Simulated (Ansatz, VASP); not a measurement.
Na2Cl3: VASP beside Ansatz

```
Na Cl
1.0
     4.26452    0.00000    0.00000
     0.00000    4.26452    0.00000
     0.00000    0.00000    6.96754
Na Cl
2 3
Direct
  0.00000 0.00000 0.68199
  0.00000 0.00000 0.31801
  0.00000 0.00000 0.00000
  0.00000 0.50000 0.50000
  0.50000 0.00000 0.50000
```

Alike in both runs: task single point; functional PBE; k mesh 4 × 4 × 4; occupations gaussian, width 0.1 eV; no spin polarisation.

|  | VASP | Ansatz |
| --- | --- | --- |
| version | VASP 6.6.1 | Ansatz 0.2.0 |
| potentials or method | VASP PAW PBE potentials, release 64 (Na_pv, Cl), cutoff 520 eV | scalar-relativistic, plane waves, PAW |
| valence electrons in the cell | 35 | 39 |

```tsv
	VASP	Ansatz	Ansatz less VASP
gap on the k mesh at the Fermi level (eV)	none	none	-
pressure (GPa)	12.7	12.6	-0.11
traceless stress, the component that is largest in VASP (GPa)	8.43	8.24	-0.186
rms of the force components (eV/Å)	0.014	0.025	+0.0108
```

Atom by atom the forces differ by 0.011 eV/Å (rms over components). A gap of «none» marks a metal or a gap that the smearing closes. VASP's potentials hold 35 valence electrons a cell and Ansatz's 39, so a difference there can come from the potentials and not from the codes.

The k mesh is coarse, so the values compare programs but aren't converged.
